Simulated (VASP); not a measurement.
Input of a VASP 6.6.1 run:

File POSCAR:

```
Eu
1.0
   -2.2559868084      2.2559868084      2.2559868084
    2.2559868084     -2.2559868084      2.2559868084
    2.2559868084      2.2559868084     -2.2559868084
Eu
1
Direct
    0.0000000000      0.0000000000      0.0000000000
```

INCAR.step1

```
SYSTEM = Eu
  PREC = Accurate
  ENCUT = 520
  ISMEAR = -1
  SIGMA = 0.05
  LREAL = .FALSE.
  LASPH = .TRUE.
  NELM = 150
  ISPIN = 2
  MAGMOM = 7
  LMAXMIX = 6
  NBANDS = 18
  GGA = PE
  ALGO = Normal
  EDIFF = 1E-4
  LWAVE = .TRUE.
  LCHARG = .FALSE.
```

The input INCAR.step2:

```
SYSTEM = Eu
  PREC = Accurate
  ENCUT = 520
  EDIFF = 1E-6
  ISMEAR = -1
  SIGMA = 0.05
  LREAL = .FALSE.
  LASPH = .TRUE.
  NELM = 150
  ALGO = Normal
  ISIF = 2
  LWAVE = .FALSE.
  LCHARG = .FALSE.
  ISPIN = 2
  MAGMOM = 7
  LORBIT = 11
  LMAXMIX = 6
  METAGGA = R2SCAN
  LMIXTAU = .TRUE.
  NBANDS = 18
  ISTART = 1
```

KPOINTS

```
Automatic mesh
0
G
  8 8 8
  0 0 0
```

Potentials or basis: VASP PAW PBE potentials, release 64 (Eu).

Command:

```sh
$ cat potpaw_PBE.64/Eu/POTCAR > POTCAR
$ cp INCAR.step1 INCAR
$ mpirun -np 1 vasp_std > vasp.out
$ cp INCAR.step2 INCAR
$ mpirun -np 1 vasp_std > vasp.out
```

(1) Estimate the net moment.

(2) Estimate the site moments.

Results:

(1) 7.77 μB per cell.

(2) Eu +6.71 μB.
